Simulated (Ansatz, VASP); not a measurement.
# Mg2Si: VASP beside Ansatz

```
CELL_PARAMETERS angstrom
0.00000 3.19550 3.19550
3.19550 0.00000 3.19550
3.19550 3.19550 0.00000
ATOMIC_POSITIONS crystal
Mg 0.25000 0.25000 0.25000
Mg 0.75000 0.75000 0.75000
Si 0.00000 0.00000 0.00000
```

Alike in both runs: task relaxation of cell and atoms; functional PBE; k mesh 10 × 10 × 10; occupations gaussian, width 0.01 eV; no spin polarisation.

|  | VASP | Ansatz |
| --- | --- | --- |
| version | VASP 6.6.1 | Ansatz 0.2.0 |
| potentials or method | VASP PAW PBE potentials, release 64 (Mg, Si), cutoff 600 eV | scalar-relativistic, plane waves, PAW |
| valence electrons in the cell | 8 | 24 |

Ansatz gave:

| Quantity | Value |
| --- | --- |
| gap on the k mesh at the Fermi level, each at its own relaxed structure (eV) | 0.22 |
| relaxed volume (Å³/atom) | 21.49 |
| relaxed cell length with the largest relative difference (Å) | 4.501 |

Estimate VASP's values.

gap on the k mesh at the Fermi level, each at its own relaxed structure (eV): 0.21; relaxed volume (Å³/atom): 21.42; relaxed cell length with the largest relative difference (Å): 4.496.

VASP's potentials hold 8 valence electrons a cell and Ansatz's 24, so a difference there can come from the potentials and not from the codes.
